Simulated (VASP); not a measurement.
Input of a VASP 6.6.1 run:

Contents of INCAR:

```
ALGO = Normal
EDIFF = 1E-7
ENCUT = 520
GGA = CA
ISIF = 2
ISMEAR = 0
LASPH = True
LCHARG = False
LREAL = Auto
LWAVE = False
NBANDS = 128
NELM = 80
PREC = Accurate
SIGMA = 0.05
```

Contents of KPOINTS:

```
k-points
0
Gamma
  3 3 3
```

File POSCAR:

```
BW16
1.0
    6.3200000000      0.0000000000      0.0000000000
    0.0000000000      6.3200000000      0.0000000000
    0.0000000000      0.0000000000      6.3200000000
W B
16 1
Direct
   -0.0039450949     -0.0012416139     -0.0034988924
    0.4961181962      0.0039719937     -0.0035302215
   -0.0039289557      0.5018218354     -0.0035074367
   -0.0038985759     -0.0530283228      0.4965498418
    0.2440145570      0.2503106013      0.2485681962
    0.4961117089      0.4966121835     -0.0035389241
    0.4960778481     -0.0012862342      0.4964925633
    0.7481704114      0.2502897152      0.2486343354
   -0.0038533228      0.5538469937      0.4965773734
    0.2558893987      0.7503289557      0.2367367089
    0.2438148734      0.2503107595      0.7442253165
    0.4960909810      0.5018566456      0.4965126582
    0.7363047468      0.7503064873      0.2367469937
    0.7483650316      0.2502966772      0.7441639241
    0.2558890823      0.7503371835      0.7563674051
    0.7363085443      0.7503186709      0.7563610759
    0.9962681962      0.2504172468      0.4961060127
```

Potentials or basis: VASP PAW LDA potentials, release 64 (W_sv, B).

Command:

```bash
$ cat potpaw_LDA.64/W_sv/POTCAR potpaw_LDA.64/B/POTCAR > POTCAR
$ mpirun -np 1 vasp_std > vasp.out
```

Question: Estimate the pressure.

Answer: 6.5 GPa.

Question: Estimate the largest force.

Answer: 0.085 eV/Å.

Question: Predict the band gap on the k mesh.

Answer: Zero (an odd number of electrons rules out a gap without spin polarisation).

Stress tensor (GPa, compression positive):
```
 2.12  0.00  0.00
 0.00 15.21  0.00
 0.00  0.00  2.12
```

Caveat: spin-orbit coupling is left out, which moves the levels of the heavy elements.
